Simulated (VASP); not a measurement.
A run of VASP 6.6.1 is set up as follows.

INCAR

```
PREC = Accurate ; ENCUT = 520
EDIFF = 1E-8 ; ISMEAR = -1
SIGMA = 0.05 ; LREAL = False
LASPH = True ; NELM = 100
ALGO = Normal ; ISIF = 2
LWAVE = False ; LCHARG = False
GGA = PE ; LEFG = True
NBANDS = 20
```

Contents of KPOINTS:

```
Automatic mesh
0
Gamma
  13 13 13
```

POSCAR

```
MoS2
1.0
    1.5708859406      0.9069514207      6.0822325872
   -1.5708859406      0.9069514207      6.0822325872
    0.0000000000     -1.8139028413      6.0822325872
Mo S
1 2
Direct
    0.0000000000      0.0000000000      0.0000000000
    0.7484000000      0.7484000000      0.7484000000
    0.5849000000      0.5849000000      0.5849000000
```

Potentials or basis: VASP PAW PBE potentials, release 64 (Mo_sv, S).

Command:

```console
$ cat potpaw_PBE.64/Mo_sv/POTCAR potpaw_PBE.64/S/POTCAR > POTCAR
$ mpirun -np 1 vasp_std > vasp.out
```

Q: What does it give for the pressure?

A: 12.8 GPa.

Q: What does it give for the largest force?

A: 1.663 eV/Å.

Q: What does it give for the band gap on the k mesh?

A: 0.76 eV (least direct gap 1.86 eV).

Stress tensor (GPa, compression positive):
```
10.35  0.00  0.00
 0.00 10.35  0.00
 0.00  0.00 17.74
```

Caveat: the cell stands under pressure; without QUAD_EFG the Cq values of the log hold for a quadrupole moment of 1 mb, not for the nuclei; an odd mesh through Γ misses points on the zone boundary, where band edges can lie; forces of over 1 eV/Å act on the atoms, so gaps and moduli don't describe the material at rest.
